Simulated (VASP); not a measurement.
# Si (Ibca) in VASP: further runs

Si is run at these levels: PBEsol; tasks: single point.

Program: VASP 6.6.1. These are calculated values, not measurements. Logs are shortened: lines on timing, memory, paths and dates and some standing lists are left out, and cuts for length are marked.

**1. The cell of the first run**

The structure is orthorhombic, space group Ibca (No. 73). The conventional cell has a = 6.424 Å, b = 6.581 Å, c = 6.581 Å, α = 90.00°, β = 90.00°, γ = 90.00°. Si (site symmetry 1) has 4 Si at 2.32 to 2.36 Å within 3.1 Å.

**2. Single point, PBEsol (17.39 Å³/atom)**

File INCAR:

```
SYSTEM = Si
PREC = Accurate ; ENCUT = 520
EDIFF = 1E-6 ; ISMEAR = 0
SIGMA = 0.15 ; LREAL = .False.
LASPH = .True. ; NELM = 80
ALGO = Normal ; ISIF = 2
LWAVE = .False. ; LCHARG = .True.
GGA = PS ; LELF = .True.
LVHAR = .True. ; NBANDS = 26
```

File KPOINTS:

```
regular mesh
0
Gamma
  10 10 10
  0 0 0
```

File POSCAR:

```
Si
1.0
   -3.2905128524      3.2905128524      3.2121986465
    3.2905128524     -3.2905128524      3.2121986465
    3.2905128524      3.2905128524     -3.2121986465
Si
8
Direct
    0.2047947401      0.2047947401      0.2047947401
    0.5000000000      0.0000000000      0.2952052599
    0.2952052599      0.5000000000      0.0000000000
    0.0000000000      0.2952052599      0.5000000000
    0.7952052599      0.7952052599      0.7952052599
    0.5000000000      0.0000000000      0.7047947401
    0.7047947401      0.5000000000      0.0000000000
    0.0000000000      0.7047947401      0.5000000000
```

Potentials or basis: VASP PAW PBE potentials, release 64 (Si).

Run with:

```bash
$ cat potpaw_PBE.64/Si/POTCAR > POTCAR
$ mpirun -np 1 vasp_std > vasp.out
```

OUTCAR:

```text
SYSTEM = Si
   PREC = Accurate
   ENCUT = 520
   EDIFF = 1E-6
   ISMEAR = 0
   LREAL = .False.
   LASPH = .True.
   NELM = 80
   ISIF = 2
   GGA = PS

 ion  position               nearest neighbor table
   1  0.205  0.205  0.205-   5 2.32   3 2.33   4 2.35   2 2.36
   2  0.500  0.000  0.295-   6 2.32   4 2.33   3 2.35   1 2.36
   3  0.295  0.500  0.000-   7 2.32   1 2.33   2 2.35   4 2.36
   4  0.000  0.295  0.500-   8 2.32   2 2.33   1 2.35   3 2.36
   5  0.795  0.795  0.795-   1 2.32   7 2.33   8 2.35   6 2.36
   6  0.500  0.000  0.705-   2 2.32   8 2.33   7 2.35   5 2.36
   7  0.705  0.500  0.000-   3 2.32   5 2.33   6 2.35   8 2.36
   8  0.000  0.705  0.500-   4 2.32   6 2.33   5 2.35   7 2.36

  LATTYP: Found a body centered tetragonal cell.
 ALAT       =     6.5810257048
 C/A-ratio  =     0.9762000000

  Lattice vectors:

 A1 = (  -3.2905128524,   3.2905128524,   3.2121986465)
 A2 = (   3.2905128524,  -3.2905128524,   3.2121986465)
 A3 = (   3.2905128524,   3.2905128524,  -3.2121986465)

Analysis of symmetry for initial positions (statically):
=====================================================================
 Subroutine PRICEL returns:
 Original cell was already a primitive cell.

 Routine SETGRP: Setting up the symmetry group for a
 body centered tetragonal supercell.

 Subroutine GETGRP returns: Found  8 space group operations
 (whereof  2 operations were pure point group operations)
 out of a pool of 16 trial point group operations.

The static configuration has the point symmetry S_2 .
 The point group associated with its full space group is D_2h.

Analysis of symmetry for dynamics (positions and initial velocities):
=====================================================================
 Subroutine PRICEL returns:
 Original cell was already a primitive cell.

 Routine SETGRP: Setting up the symmetry group for a
 body centered tetragonal supercell.

 Subroutine GETGRP returns: Found  8 space group operations
 (whereof  2 operations were pure point group operations)
 out of a pool of 16 trial point group operations.

The dynamic configuration has the point symmetry S_2 .
 The point group associated with its full space group is D_2h.

 Subroutine INISYM returns: Found  8 space group operations
 (whereof  2 operations are pure point group operations),
 and found     1 'primitive' translations

----------------------------------------------------------------------------------------

                                     Primitive cell

  volume of cell :     139.1200

  direct lattice vectors                    reciprocal lattice vectors
    -3.290512852  3.290512852  3.212198647     0.000000000  0.151951997  0.155656625
     3.290512852 -3.290512852  3.212198647     0.151951997  0.000000000  0.155656625
     3.290512852  3.290512852 -3.212198647     0.151951997  0.151951997  0.000000000

  length of vectors
     5.654482276  5.654482276  5.654482276     0.217527916  0.217527916  0.214892575

  position of ions in fractional coordinates (direct lattice)
     0.204794740  0.204794740  0.204794740
     0.500000000  0.000000000  0.295205260
     0.295205260  0.500000000  0.000000000
     0.000000000  0.295205260  0.500000000
     0.795205260  0.795205260  0.795205260
     0.500000000  0.000000000  0.704794740
     0.704794740  0.500000000  0.000000000
     0.000000000  0.704794740  0.500000000

  ion indices of the primitive-cell ions
   primitive index   ion index
                 1           1
                 2           2
                 3           3
                 4           4
                 5           5
                 6           6
                 7           7
                 8           8

----------------------------------------------------------------------------------------

 KPOINTS: regular mesh

Automatic generation of k-mesh.
 Grid dimensions read from file:
 generate k-points for:   10   10   10

 Generating k-lattice:

  Cartesian coordinates                     Fractional coordinates (reciprocal lattice)
     0.000000000  0.015195200  0.015565662     0.100000000  0.000000000  0.000000000
     0.015195200  0.000000000  0.015565662     0.000000000  0.100000000  0.000000000
     0.015195200  0.015195200  0.000000000     0.000000000  0.000000000  0.100000000

  Length of vectors
     0.021752792  0.021752792  0.021489258

  Shift w.r.t. Gamma in fractional coordinates (k-lattice)
     0.000000000  0.000000000  0.000000000

 Subroutine IBZKPT returns following result:
 ===========================================

 Found    171 irreducible k-points:

 Following reciprocal coordinates:
            Coordinates               Weight
  0.000000  0.000000  0.000000      1.000000
  0.100000  0.000000 -0.000000      4.000000
  0.100000  0.000000 -0.100000      4.000000
  0.200000  0.000000 -0.000000      4.000000
  0.200000  0.000000 -0.200000      4.000000
  0.300000  0.000000  0.000000      4.000000
[... 16 lines left out ...]
 -0.300000  0.100000 -0.000000      8.000000
 -0.200000 -0.000000  0.300000      8.000000
 [... further k-points ...]
   k-points           NKPTS =    171   k-points in BZ     NKDIM =    171   number of bands    NBANDS=     26
   number of dos      NEDOS =    301   number of ions     NIONS =      8
   total plane-waves  NPLWV =  74088
   dimension x,y,z NGX =    42 NGY =   42 NGZ =   42
   dimension x,y,z NGXF=    84 NGYF=   84 NGZF=   84
   ions per type =               8
   NGX,Y,Z   is equivalent  to a cutoff of  12.35, 12.35, 12.35 a.u.
   NGXF,Y,Z  is equivalent  to a cutoff of  24.70, 24.70, 24.70 a.u.
 SYSTEM =  Si
   PREC   = accura    normal or accurate (medium, high low for compatibility)
   ISTART =      0    job   : 0-new  1-cont  2-samecut
   ICHARG =      2    charge: 1-file 2-atom 10-const
   ISPIN  =      1    spin polarized calculation?
   LNONCOLLINEAR =      F non collinear calculations
   LSORBIT =      F    spin-orbit coupling
   LASPH  =      T    aspherical Exc in radial PAW
   ENCUT  =  520.0 eV  38.22 Ry    6.18 a.u.  10.51 10.51 10.51*2*pi/ulx,y,z
   NELM   =     80;   NELMIN=  2; NELMDL= -5     # of ELM steps
   EDIFF  = 0.1E-05   stopping-criterion for ELM
   LREAL  =      F    real-space projection
[... 7 lines left out ...]
   TEBEG  =    0.0;   TEEND  =   0.0 temperature during run
   PSTRESS=    0.0 pullay stress
   NELECT =      32.0000    total number of electrons
   NUPDOWN=      -1.0000    fix difference up-down
   EMIN   =  10.00;   EMAX   =-10.00  energy-range for DOS
   EFERMI =   0.00;   METHOD = LEGACY
   ISMEAR =     0;   SIGMA  =   0.15  broadening in eV -4-tet -1-fermi 0-gaus
   EFERMI_NEDOS =   21; number of points for ismear=-14 and -15
   IALGO  =     38    algorithm
   IMIX   =      4    mixing-type and parameters
     AMIX     =   0.40;   BMIX     =  1.00
     AMIX_MAG =   1.60;   BMIX_MAG =  1.00
  volume/ion in A,a.u.               =      17.39       117.35
  Fermi-wavevector in a.u.,A,eV,Ry     =   1.003063  1.895515 13.689309  1.006136
  Thomas-Fermi vector in A             =   2.135591
   LORBIT       =      0    0 simple, 1 ext, 2 COOP (PROOUT), +10 PAW based schemes
   GGA     = PS    functional components
   LHFCALC =     F    Hartree Fock is set to
   AEXX    =    0.0000 exact exchange contribution
   IVDW    =     0    specifies the selected vdW correction
   LEPSILON=     F    determine dielectric tensor
   LRPA    =     F    only Hartree local field effects (RPA)
 non-spin polarized calculation
 Gauss-broadening in eV      SIGMA  =   0.15
  energy-cutoff  :      520.00
  volume of cell :      139.12
 maximum number of plane-waves:      3784
   NGX = 21   NGY = 21   NGZ = 21

 number of electron      32.0000000 magnetization

 Free energy of the ion-electron system (eV)
  ---------------------------------------------------
  ext. energy  EPLUGINS =         0.00000000
  ---------------------------------------------------
  free energy    TOTEN  =       -44.94157091 eV

  energy without entropy =      -44.92972316  energy(sigma->0) =      -44.93564703

 E-fermi :   7.5629     XC(G=0): -10.2716

 val. band max:        7.5613532480   @ k =  -0.4000  -0.4000   0.4000
 cond. band min:       7.5685395871   @ k =  -0.4000   0.4000   0.4000
 fundamental gap:      0.0071863390
 Fermi energy:         7.5628872063

 k-point     1 :       0.0000    0.0000    0.0000
  band No.  band energies     occupation
      1      -5.4629      2.00000
      2      -0.8225      2.00000
      3      -0.5954      2.00000
      4      -0.4231      2.00000
      5      -0.3685      2.00000
      6       0.9725      2.00000
[... 18 lines left out ...]
     25      13.2159      0.00000
     26      13.3445      0.00000

 k-point     2 :       0.1000    0.0000   -0.0000
  band No.  band energies     occupation
      1      -5.3983      2.00000
      2      -1.0456      2.00000
      3      -0.7564      2.00000
      4      -0.7279      2.00000
      5      -0.2658      2.00000
      6       0.9296      2.00000
[... 18 lines left out ...]
     25      13.1161      0.00000
     26      13.1834      0.00000

 k-point     3 :       0.1000    0.0000   -0.1000
  band No.  band energies     occupation
      1      -5.3982      2.00000
      2      -1.0765      2.00000
      3      -0.7830      2.00000
      4      -0.6196      2.00000
      5      -0.3139      2.00000
      6       0.8625      2.00000
[... 18 lines left out ...]
     25      13.1801      0.00000
     26      13.3105      0.00000

 k-point     4 :       0.2000    0.0000   -0.0000
  band No.  band energies     occupation
      1      -5.2049      2.00000
      2      -1.6613      2.00000
      3      -1.1327      2.00000
      4      -1.0553      2.00000
      5      -0.1347      2.00000
      6       0.6713      2.00000
[... 18 lines left out ...]
     25      12.8251      0.00000
     26      12.8370      0.00000
[... 496 lines left out ...]
      1      -4.6368      2.00000
      2      -2.7816      2.00000
      3      -1.8950      2.00000
      4      -1.3156      2.00000
      5       0.2259      2.00000
      6       0.3300      2.00000
[... 18 lines left out ...]
     25      12.3569      0.00000
     26      12.9065      0.00000

 k-point    23 :      -0.3000    0.1000   -0.0000
  band No.  band energies     occupation
      1      -5.0177      2.00000
      2      -2.0133      2.00000
      3      -1.6348      2.00000
      4      -1.1598      2.00000
      5      -0.0085      2.00000
      6       0.8192      2.00000
[... 18 lines left out ...]
     25      12.1389      0.00000
     26      12.7464      0.00000

 k-point    24 :      -0.2000   -0.0000    0.3000
  band No.  band energies     occupation
      1      -5.0175      2.00000
      2      -2.0013      2.00000
      3      -1.6944      2.00000
      4      -1.0908      2.00000
      5       0.0664      2.00000
      6       0.5216      2.00000
[... 18 lines left out ...]
     25      12.4033      0.00000
     26      12.9154      0.00000

 [... further k-points ...]
[... 5 lines left out ...]
  --------------------------------------------------------------------------------------
  -------------------------------------------------------------------------------------
  Total        2.2063008      2.2262002      5.4604077     -0.0000000      0.0000000      0.0000000
  in kB       25.4088925     25.6380644     62.8848574     -0.0000000      0.0000000      0.0000000
  external PRESSURE =      37.9772714 kB  Pullay stress =       0.0000000 kB

 VOLUME and BASIS-vectors are now :
 -----------------------------------------------------------------------------
  energy-cutoff  :      520.00
  volume of cell :      139.12
      direct lattice vectors                 reciprocal lattice vectors
    -3.290512852  3.290512852  3.212198647     0.000000000  0.151951997  0.155656625
     3.290512852 -3.290512852  3.212198647     0.151951997  0.000000000  0.155656625
     3.290512852  3.290512852 -3.212198647     0.151951997  0.151951997  0.000000000

 POSITION                                       TOTAL-FORCE (eV/Angst)
 -----------------------------------------------------------------------------------
      0.67388      0.67388      0.65784         0.034930      0.238242     -0.009890
     -0.67388      2.61663      0.65784        -0.034930     -0.238242     -0.009890
      0.67388     -0.67388      2.55436         0.034930     -0.238242      0.009890
      2.61663      0.67388     -0.65784        -0.034930      0.238242      0.009890
      2.61663      2.61663      2.55436        -0.034930     -0.238242      0.009890
      0.67388      3.96439     -0.65784         0.034930      0.238242      0.009890
     -0.67388      0.67388      3.87004        -0.034930      0.238242     -0.009890
      3.96439     -0.67388      0.65784         0.034930     -0.238242     -0.009890
 -----------------------------------------------------------------------------------
    total drift:                                0.000000     -0.000000      0.000000

  FREE ENERGIE OF THE ION-ELECTRON SYSTEM (eV)
  ---------------------------------------------------
  free  energy   TOTEN  =       -44.9415709090 eV

  energy  without entropy=      -44.9297231555  energy(sigma->0) =      -44.93564703
```

Run time: 4.4 min. Hardware: 1 thread of Intel Xeon 6975P-C (Granite Rapids), shared host; peak memory 0.54 GiB.

What came out:

- Free energy: -44.9416 eV
- Pressure: 3.8 GPa
- Largest force: 0.241 eV/Å
- Band gap on the k mesh: zero (bands 16 and 17 overlap by 0.30 eV)

Forces on the atoms (eV/Å):
```
Si   0.035  0.238 -0.010
Si  -0.035 -0.238 -0.010
Si   0.035 -0.238  0.010
Si  -0.035  0.238  0.010
Si  -0.035 -0.238  0.010
Si   0.035  0.238  0.010
Si  -0.035  0.238 -0.010
Si   0.035 -0.238 -0.010
```

Stress tensor (GPa, compression positive):
```
2.54 0.00 0.00
0.00 2.56 0.00
0.00 0.00 6.29
```

Levels at points of the mesh, in eV from the Fermi level:
```
           k point  band 13  band 14  band 15  band 16  band 17  band 18  band 19  band 20
(0.00, 0.00, 0.00)    -4.27    -1.55    -1.45    -0.71     1.55     1.58     2.10     3.79
(0.50, 0.00, 0.00)    -2.16    -2.16    -1.42    -1.42     0.46     0.46     2.01     2.01
(0.50, 0.00, 0.50)    -2.11    -2.11    -1.28    -1.28     0.25     0.25     2.09     2.09
(0.50, 0.50, 0.00)    -2.18    -2.18    -1.26    -1.26     0.33     0.33     2.08     2.08
(0.50, 0.50, 0.50)    -2.67    -0.63     0.19     0.29     0.42     2.76     2.86     2.93
```

Caveat: the cell stands under pressure; semilocal functionals underestimate gaps, and a narrow one can read as zero; the PAW data sets were made with another functional, which shifts forces and pressure a little.

**3. Single point, PBEsol (18.25 Å³/atom)**

This run uses another cell than the first one, of 18.25 Å³/atom.

File INCAR:

```
SYSTEM = Si
PREC = Accurate
ENCUT = 520
EDIFF = 1E-7
ISMEAR = 0
SIGMA = 0.15
LREAL = .FALSE.
LASPH = .TRUE.
NELM = 60
ALGO = Normal
ISIF = 2
LWAVE = .FALSE.
LCHARG = .TRUE.
GGA = PS
LELF = .TRUE.
LVHAR = .TRUE.
NBANDS = 26
```

File KPOINTS:

```
Automatic mesh
0
G
  10 10 10
  0 0 0
```

POSCAR, as its differences from that of step 2:

```diff
@@ -2,5 +2,5 @@
 1.0
-   -3.2905128524      3.2905128524      3.2121986465
-    3.2905128524     -3.2905128524      3.2121986465
-    3.2905128524      3.2905128524     -3.2121986465
+   -3.2907151855      3.2907151855      3.3710086360
+    3.2907151855     -3.2907151855      3.3710086360
+    3.2907151855      3.2907151855     -3.3710086360
 Si
```

Potentials or basis: VASP PAW PBE potentials, release 64 (Si).

Run with:

```bash
$ cat potpaw_PBE.64/Si/POTCAR > POTCAR
$ mpirun -np 1 vasp_std > vasp.out
```

It took 8.3 min on 1 thread of Intel Xeon Platinum 8488C (Sapphire Rapids), shared host; peak memory 0.61 GiB.

Results (log left out):

```yaml
Free_energy: -44.9886 eV
Pressure: -1.4 GPa
Largest_force: 0.161 eV/Å
Band_gap_on_the_k_mesh: zero (bands 16 and 17 overlap by 0.26 eV)
```

Forces on the atoms (eV/Å):
```
Si   0.012 -0.158  0.033
Si  -0.012  0.158  0.033
Si   0.012  0.158 -0.033
Si  -0.012 -0.158 -0.033
Si  -0.012  0.158 -0.033
Si   0.012 -0.158 -0.033
Si  -0.012 -0.158  0.033
Si   0.012  0.158  0.033
```

Stress tensor (GPa, compression positive):
```
-0.21  0.00  0.00
 0.00 -0.19  0.00
 0.00  0.00 -3.74
```

Levels at points of the mesh, in eV from the Fermi level:
| k point | band 14 | band 15 | band 16 | band 17 | band 18 | band 19 |
| --- | --- | --- | --- | --- | --- | --- |
| (0.00, 0.00, 0.00) | -1.57 | -1.36 | -0.71 | 1.38 | 1.86 | 1.90 |
| (0.50, 0.00, 0.00) | -2.06 | -1.18 | -1.18 | 0.26 | 0.26 | 2.03 |
| (0.00, 0.50, 0.00) | -2.11 | -1.32 | -1.32 | 0.46 | 0.46 | 1.98 |
| (0.50, 0.50, 0.00) | -2.07 | -1.34 | -1.34 | 0.39 | 0.39 | 1.96 |
| (0.50, 0.50, 0.50) | -0.64 | 0.14 | 0.25 | 0.38 | 2.69 | 2.75 |

Caveat: semilocal functionals underestimate gaps, and a narrow one can read as zero; the PAW data sets were made with another functional, which shifts forces and pressure a little.

(Continued in part 2 of 2.)

The gap in the log of VASP goes by the Fermi energy; the results here count the filled bands.